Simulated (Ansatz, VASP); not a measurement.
ZrSc: VASP beside Ansatz

```
CELL_PARAMETERS angstrom
3.18473 0.00000 0.00000
-1.59236 2.75806 0.00000
0.00000 0.00000 5.00708
ATOMIC_POSITIONS crystal
Zr 0.66667 0.33333 0.00000
Sc 0.00000 0.00000 0.50000
```

Alike in both runs: task single point; functional LDA; k mesh 18 × 18 × 10; occupations gaussian, width 0.15 eV; no spin polarisation.

|  | VASP | Ansatz |
| --- | --- | --- |
| version | VASP 6.6.1 | Ansatz 0.2.0 |
| potentials or method | VASP PAW LDA potentials, release 64 (Zr_sv, Sc_sv), cutoff 520 eV | scalar-relativistic, plane waves, PAW |
| valence electrons in the cell | 23 | 23 |

|  | VASP | Ansatz | Ansatz less VASP |
| --- | --- | --- | --- |
| gap on the k mesh at the Fermi level (eV) | none | none | - |
| pressure (GPa) | 0.2 | 0.0 | -0.13 |
| traceless stress, the component that is largest in VASP (GPa) | 0.19 | 0.15 | -0.042 |

LDA's correlation is that of Perdew and Zunger in VASP and of Perdew and Wang (1992) in Ansatz. A gap of «none» marks a metal or a gap that the smearing closes.
